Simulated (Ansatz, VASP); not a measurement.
One calculation of Ni3Pt2, two programs

```xyz
10
Lattice="2.6110 0.0000 0.0000 -1.3055 2.2612 0.0000 0.0000 0.0000 21.1204" Properties=species:S:1:pos:R:3 pbc="T T T"
Ni    0.0000    1.5075   19.0083
Ni    0.0000    1.5075    2.1120
Ni    0.0000    1.5075   10.5602
Ni    1.3055    0.7537   16.8963
Ni    1.3055    0.7537    0.0000
Ni    1.3055    0.7537    4.2241
Pt    0.0000    1.5075   14.7843
Pt    0.0000    1.5075    6.3361
Pt    1.3055    0.7537    8.4482
Pt    1.3055    0.7537   12.6722
```

Alike in both runs: task single point; functional PBE; k mesh 6 × 6 × 1; occupations gaussian, width 0.1 eV; collinear spin.

|  | VASP | Ansatz |
| --- | --- | --- |
| version | VASP 6.6.1 | Ansatz 0.2.0 |
| potentials or method | VASP PAW PBE potentials, release 64 (Ni, Pt), cutoff 520 eV | scalar-relativistic, plane waves, PAW |
| valence electrons in the cell | 100 | 180 |

|  | VASP | Ansatz | Ansatz less VASP |
| --- | --- | --- | --- |
| gap on the k mesh at the Fermi level (eV) | none | none | - |
| pressure (GPa) | 22.4 | 22.6 | +0.17 |
| traceless stress, the component that is largest in VASP (GPa) | 1.99 | 1.98 | -0.006 |
| rms of the force components (eV/Å) | 1.376 | 1.384 | +0.0085 |
| net moment per atom (μB) | 0.49 | 0.49 | +0.001 |
| size of the moment on the site where the two differ most (μB) | 0.73 | 0.76 | +0.025 |

Site moments also hang on the region over which each program counts them. Atom by atom the forces differ by 0.010 eV/Å (rms over components). A gap of «none» marks a metal or a gap that the smearing closes. The functional is the same, so the differences come from potentials, cutoffs and numerics. VASP's potentials hold 100 valence electrons a cell and Ansatz's 180, so a difference there can come from the potentials and not from the codes.

The k mesh is coarse, so the values compare programs but aren't converged. Neither program's run includes spin-orbit coupling.
